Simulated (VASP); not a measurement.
# MoS2 (R3m) in VASP: a series of runs

Runs on MoS2. Level: r2SCAN. Tasks: single point.

Program: VASP 6.6.1. These are calculated values, not measurements. Logs are shortened: lines on timing, memory, paths and dates and some standing lists are left out, and cuts for length are marked.

## Step 1: The cell of the first run

The structure is trigonal, space group R3m (No. 160). Conventional cell: a = 3.160 Å, b = 3.160 Å, c = 18.450 Å, α = 90.00°, β = 90.00°, γ = 120.00°. Mo (site symmetry 3m) has 6 S at 2.39 Å and 6 Mo at 3.16 Å within 3.2 Å. S (site symmetry 3m) has 3 Mo at 2.39 Å and 7 S at 3.08 to 3.16 Å within 3.2 Å. Within 3.2 Å of S (site symmetry 3m) lie 3 Mo at 2.39 Å and 7 S at 3.08 to 3.16 Å.

## Step 2: Single point, r2SCAN

Contents of POSCAR:

```
MoS2
1.0
    1.5800000000      0.9122134253      6.1500000000
   -1.5800000000      0.9122134253      6.1500000000
    0.0000000000     -1.8244268506      6.1500000000
Mo S
1 2
Direct
    0.0000000000      0.0000000000      0.0000000000
    0.2500000000      0.2500000000      0.2500000000
    0.4170003333      0.4170003333      0.4170003333
```

Contents of INCAR.step1:

```
SYSTEM = MoS2
PREC = Accurate
ENCUT = 550
ISMEAR = 0
SIGMA = 0.2
LREAL = .False.
LASPH = .True.
NELM = 120
NBANDS = 20
GGA = PE
ALGO = Normal
EDIFF = 1E-5
LWAVE = .True.
LCHARG = .False.
GGA_COMPAT = .False.
```

Contents of INCAR.step2:

```
SYSTEM = MoS2
PREC = Accurate
ENCUT = 550
EDIFF = 1E-6
ISMEAR = 0
SIGMA = 0.2
LREAL = .False.
LASPH = .True.
NELM = 120
ALGO = Normal
ISIF = 2
LWAVE = .False.
LCHARG = .False.
METAGGA = R2SCAN
LMIXTAU = .True.
NBANDS = 20
ISTART = 1
GGA_COMPAT = .False.
```

Contents of KPOINTS:

```
regular mesh
0
Gamma
  7 7 7
  0 0 0
```

Potentials or basis: VASP PAW PBE potentials, release 64 (Mo_sv, S).

Run with:

```bash
$ cat potpaw_PBE.64/Mo_sv/POTCAR potpaw_PBE.64/S/POTCAR > POTCAR
$ cp INCAR.step1 INCAR
$ mpirun -np 1 vasp_std > vasp.out
$ cp INCAR.step2 INCAR
$ mpirun -np 1 vasp_std > vasp.out
```

OUTCAR:

```text
SYSTEM = MoS2
   PREC = Accurate
   ENCUT = 550
   EDIFF = 1E-6
   ISMEAR = 0
   LREAL = .False.
   LASPH = .True.
   NELM = 120
   ISIF = 2
   METAGGA = R2SCAN
   ISTART = 1

 ion  position               nearest neighbor table
   1  0.000  0.000  0.000-   2 2.39   2 2.39   2 2.39   3 2.39   3 2.39   3 2.39
   2  0.250  0.250  0.250-   1 2.39   1 2.39   1 2.39
   3  0.417  0.417  0.417-   1 2.39   1 2.39   1 2.39

  LATTYP: Found a trigonal (rhomboedric) cell.
 ALAT       =     6.4149071181
 COS(alpha) =     0.8786713335

  Lattice vectors:

 A1 = (   1.5800000000,   0.9122134253,   6.1500000000)
 A2 = (  -1.5800000000,   0.9122134253,   6.1500000000)
 A3 = (   0.0000000000,  -1.8244268506,   6.1500000000)

Analysis of symmetry for initial positions (statically):
=====================================================================
 Subroutine PRICEL returns:
 Original cell was already a primitive cell.

 Routine SETGRP: Setting up the symmetry group for a
 trigonal (rhombohedral) supercell.

 Subroutine GETGRP returns: Found  6 space group operations
 (whereof  6 operations were pure point group operations)
 out of a pool of 12 trial point group operations.

The static configuration has the point symmetry C_3v.

Analysis of symmetry for dynamics (positions and initial velocities):
=====================================================================
 Subroutine PRICEL returns:
 Original cell was already a primitive cell.

 Routine SETGRP: Setting up the symmetry group for a
 trigonal (rhombohedral) supercell.

 Subroutine GETGRP returns: Found  6 space group operations
 (whereof  6 operations were pure point group operations)
 out of a pool of 12 trial point group operations.

The dynamic configuration has the point symmetry C_3v.

 Subroutine INISYM returns: Found  6 space group operations
 (whereof  6 operations are pure point group operations),
 and found     1 'primitive' translations

----------------------------------------------------------------------------------------

                                     Primitive cell

  volume of cell :      53.1839

  direct lattice vectors                    reciprocal lattice vectors
     1.580000000  0.912213425  6.150000000     0.316455696  0.182705781  0.054200542
    -1.580000000  0.912213425  6.150000000    -0.316455696  0.182705781  0.054200542
[... 85 lines left out ...]
   ENCUT  =  550.0 eV  40.42 Ry    6.36 a.u.  12.27 12.27 12.27*2*pi/ulx,y,z
   NELM   =    120;   NELMIN=  2; NELMDL=  0     # of ELM steps
   EDIFF  = 0.1E-05   stopping-criterion for ELM
   LREAL  =      F    real-space projection
   EDIFFG = 0.1E-04   stopping-criterion for IOM
   NSW    =      0    number of steps for IOM
   IBRION =     -1    ionic relax: 0-MD 1-quasi-New 2-CG
   NFREE  =      0    steps in history (QN), initial steepest desc. (CG)
   ISIF   =      2    stress and relaxation
   ISYM   =      2    0-nonsym 1-usesym 2-fastsym
   POTIM  = 0.5000    time-step for ionic-motion
   TEBEG  =    0.0;   TEEND  =   0.0 temperature during run
   PSTRESS=    0.0 pullay stress
   NELECT =      26.0000    total number of electrons
   NUPDOWN=      -1.0000    fix difference up-down
   EMIN   =  10.00;   EMAX   =-10.00  energy-range for DOS
   EFERMI =   0.00;   METHOD = LEGACY
   ISMEAR =     0;   SIGMA  =   0.20  broadening in eV -4-tet -1-fermi 0-gaus
   EFERMI_NEDOS =   21; number of points for ismear=-14 and -15
   IALGO  =     38    algorithm
   IMIX   =      4    mixing-type and parameters
     AMIX     =   0.40;   BMIX     =  1.00
     AMIX_MAG =   1.60;   BMIX_MAG =  1.00
  volume/ion in A,a.u.               =      17.73       119.63
  Fermi-wavevector in a.u.,A,eV,Ry     =   1.289652  2.437089 22.629252  1.663203
  Thomas-Fermi vector in A             =   2.421532
   LORBIT       =      0    0 simple, 1 ext, 2 COOP (PROOUT), +10 PAW based schemes
   METAGGA = R2SCAN    functional components
   LHFCALC =     F    Hartree Fock is set to
   AEXX    =    0.0000 exact exchange contribution
   IVDW    =     0    specifies the selected vdW correction
   LEPSILON=     F    determine dielectric tensor
   LRPA    =     F    only Hartree local field effects (RPA)
 non-spin polarized calculation
 Gauss-broadening in eV      SIGMA  =   0.20
  energy-cutoff  :      550.00
  volume of cell :       53.18
 maximum number of plane-waves:      1576
 NGX is ok and might be reduce to    50
   NGX = 25   NGY = 25   NGZ = 25

 number of electron      26.0000001 magnetization

 Free energy of the ion-electron system (eV)
  ---------------------------------------------------
  ext. energy  EPLUGINS =         0.00000000
  ---------------------------------------------------
  free energy    TOTEN  =       -45.01185354 eV

  energy without entropy =      -45.01185314  energy(sigma->0) =      -45.01185334

 E-fermi :   8.1048     XC(G=0): -11.5169

 val. band max:        7.5335701901   @ k =   0.4286   0.4286   0.4286
 cond. band min:       8.7240060950   @ k =  -0.1429   0.1429   0.0000
 fundamental gap:      1.1904359049
 Fermi energy:         8.1048307448

 k-point     1 :       0.0000    0.0000    0.0000
  band No.  band energies     occupation
      1     -55.9936      2.00000
      2     -29.4314      2.00000
      3     -29.1947      2.00000
      4     -29.1947      2.00000
      5      -8.2873      2.00000
      6      -6.4866      2.00000
[... 541 lines left out ...]
     19      16.8513      0.00000
     20      17.0130      0.00000

 [... further k-points ...]

------------------------ aborting loop because EDIFF is reached ----------------------------------------

  FORCE on cell =-STRESS in cart. coord.  units (eV):
  Direction    XX          YY          ZZ          XY          YZ          ZX
  --------------------------------------------------------------------------------------
  -------------------------------------------------------------------------------------
  Total        1.3168192      1.3168192      1.5773978      0.0000000      0.0000000      0.0000000
  in kB       39.6695092     39.6695092     47.5195032      0.0000000      0.0000000      0.0000000
  external PRESSURE =      42.2861739 kB  Pullay stress =       0.0000000 kB

 VOLUME and BASIS-vectors are now :
 -----------------------------------------------------------------------------
  energy-cutoff  :      550.00
  volume of cell :       53.18
      direct lattice vectors                 reciprocal lattice vectors
     1.580000000  0.912213425  6.150000000     0.316455696  0.182705781  0.054200542
    -1.580000000  0.912213425  6.150000000    -0.316455696  0.182705781  0.054200542
     0.000000000 -1.824426851  6.150000000     0.000000000 -0.365411563  0.054200542

 POSITION                                       TOTAL-FORCE (eV/Angst)
 -----------------------------------------------------------------------------------
      0.00000      0.00000      0.00000         0.000000      0.000000      0.087515
      0.00000      0.00000      4.61250         0.000000      0.000000     -0.365647
      0.00000      0.00000      7.69366         0.000000     -0.000000      0.278132
 -----------------------------------------------------------------------------------
    total drift:                               -0.000000     -0.000000     -0.000070

  FREE ENERGIE OF THE ION-ELECTRON SYSTEM (eV)
  ---------------------------------------------------
  free  energy   TOTEN  =       -45.0118535430 eV

  energy  without entropy=      -45.0118531438  energy(sigma->0) =      -45.01185334
```

OSZICAR.step1:

```text
N       E                     dE             d eps       ncg     rms          rms(c)
DAV:   1     0.190183584505E+03    0.19018E+03   -0.13771E+04  1776   0.128E+03
DAV:   2    -0.150979311230E+02   -0.20528E+03   -0.19965E+03  2144   0.324E+02
DAV:   3    -0.231254191127E+02   -0.80275E+01   -0.79327E+01  2136   0.593E+01
DAV:   4    -0.232293394552E+02   -0.10392E+00   -0.10382E+00  2132   0.705E+00
DAV:   5    -0.232310745131E+02   -0.17351E-02   -0.17350E-02  2188   0.890E-01    0.252E+01
DAV:   6    -0.221422314774E+02    0.10888E+01   -0.10066E+01  1868   0.194E+01    0.910E+00
DAV:   7    -0.218886023379E+02    0.25363E+00   -0.35685E+00  1800   0.110E+01    0.610E+00
DAV:   8    -0.217900867921E+02    0.98516E-01   -0.50925E-01  1996   0.442E+00    0.179E+00
DAV:   9    -0.217914068964E+02   -0.13201E-02   -0.20198E-02  2060   0.901E-01    0.632E-01
DAV:  10    -0.217903078023E+02    0.10991E-02   -0.80444E-03  1960   0.600E-01    0.124E-01
DAV:  11    -0.217903312952E+02   -0.23493E-04   -0.47528E-04  2060   0.152E-01    0.598E-02
DAV:  12    -0.217903171918E+02    0.14103E-04   -0.64567E-05  1996   0.507E-02    0.234E-02
DAV:  13    -0.217903330989E+02   -0.15907E-04   -0.22947E-05  1872   0.280E-02    0.976E-03
DAV:  14    -0.217903333419E+02   -0.24301E-06   -0.11638E-06  1208   0.687E-03
   1 F= -.21790333E+02 E0= -.21790332E+02  d E =-.181159E-05
```

Wall time 7.1 min (1 thread of Intel Xeon Platinum 8488C (Sapphire Rapids), shared host); peak memory 0.4 GiB.

What came out:

* Free energy: -45.0119 eV
* Pressure: 4.2 GPa
* Largest force: 0.366 eV/Å
* Band gap on the k mesh: 1.19 eV (least direct gap 2.28 eV)

Forces on the atoms (eV/Å):
```
Mo   0.000  0.000  0.088
S    0.000  0.000 -0.366
S    0.000  0.000  0.278
```

Caveat: the cell stands under pressure; the PAW data sets were made with another functional, which shifts forces and pressure a little. A k mesh can miss the band edges.

## Step 3: Single point, r2SCAN

POSCAR is that of step 2.

Contents of INCAR.step1:

```
SYSTEM = MoS2
ALGO = Normal ; EDIFF = 1E-5
ENCUT = 550 ; GGA = PE
GGA_COMPAT = .False. ; ISMEAR = 0
LASPH = .True. ; LCHARG = .False.
LREAL = .False. ; LWAVE = .True.
NBANDS = 20 ; NELM = 120
PREC = Accurate ; SIGMA = 0.1
```

Contents of INCAR.step2:

```
SYSTEM = MoS2
ALGO = Normal ; EDIFF = 1E-6
ENCUT = 550 ; GGA_COMPAT = .False.
ISIF = 2 ; ISMEAR = 0
ISTART = 1 ; LASPH = .True.
LCHARG = .True. ; LELF = .True.
LMIXTAU = .True. ; LREAL = .False.
LVHAR = .True. ; LWAVE = .False.
METAGGA = R2SCAN ; NBANDS = 20
NELM = 120 ; PREC = Accurate
SIGMA = 0.1
```

Contents of KPOINTS:

```
k-points
0
Gamma
  7 7 7
  0 0 0
```

Potentials or basis: VASP PAW PBE potentials, release 64 (Mo_sv, S).

Run with:

```bash
$ cat potpaw_PBE.64/Mo_sv/POTCAR potpaw_PBE.64/S/POTCAR > POTCAR
$ cp INCAR.step1 INCAR
$ mpirun -np 1 vasp_std > vasp.out
$ cp INCAR.step2 INCAR
$ mpirun -np 1 vasp_std > vasp.out
```

Run time: 9.3 min. Hardware: 1 thread of Intel Xeon Platinum 8488C (Sapphire Rapids), shared host; peak memory 0.41 GiB.

It converged, with:

| Property | Result |
| --- | --- |
| Free energy | -45.0119 eV |
| Pressure | 4.2 GPa |
| Largest force | 0.366 eV/Å |
| Band gap on the k mesh | 1.19 eV (least direct gap 2.28 eV) |

Forces on the atoms (eV/Å):
```
Mo   0.000  0.000  0.088
S    0.000  0.000 -0.366
S    0.000  0.000  0.278
```

Stress tensor (GPa, compression positive):
```
3.97 0.00 0.00
0.00 3.97 0.00
0.00 0.00 4.75
```

Levels at points of the mesh, in eV from the valence-band top:
| k point | band 10 | band 11 | band 12 | band 13 | band 14 | band 15 | band 16 | band 17 |
| --- | --- | --- | --- | --- | --- | --- | --- | --- |
| (0.00, 0.00, 0.00) | -2.47 | -2.47 | -1.37 | -1.18 | 2.19 | 2.19 | 2.60 | 2.60 |

Caveat: the cell stands under pressure; the PAW data sets were made with another functional, which shifts forces and pressure a little. A k mesh can miss the band edges.
